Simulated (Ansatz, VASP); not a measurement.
## One calculation of CdS, two programs

```
Cd S
1.0
     4.16499    0.00000    0.00000
    -2.08250    3.60699    0.00000
     0.00000    0.00000    6.76709
Cd S
2 2
Direct
  0.33333 0.66667 0.99903
  0.66667 0.33333 0.49903
  0.33333 0.66667 0.37597
  0.66667 0.33333 0.87597
```

Alike in both runs: task single point; functional r2SCAN; k mesh 12 × 12 × 4; occupations fermi-dirac, width 0.02 eV; no spin polarisation.

|  | VASP | Ansatz |
| --- | --- | --- |
| version | VASP 6.6.1 | Ansatz 0.2.0 |
| potentials or method | VASP PAW PBE potentials, release 64 (Cd, S), cutoff 520 eV | PAW plane waves |
| valence electrons in the cell | 36 | 52 |

```csv
,VASP,Ansatz,Ansatz less VASP
gap on the k mesh at the Fermi level (eV),1.63,1.63,+0.001
pressure (GPa),0.3,0.0,-0.28
```

VASP's potentials were made for PBE, not for r2SCAN. VASP's potentials hold 36 valence electrons a cell and Ansatz's 52, so a difference there can come from the potentials and not from the codes.
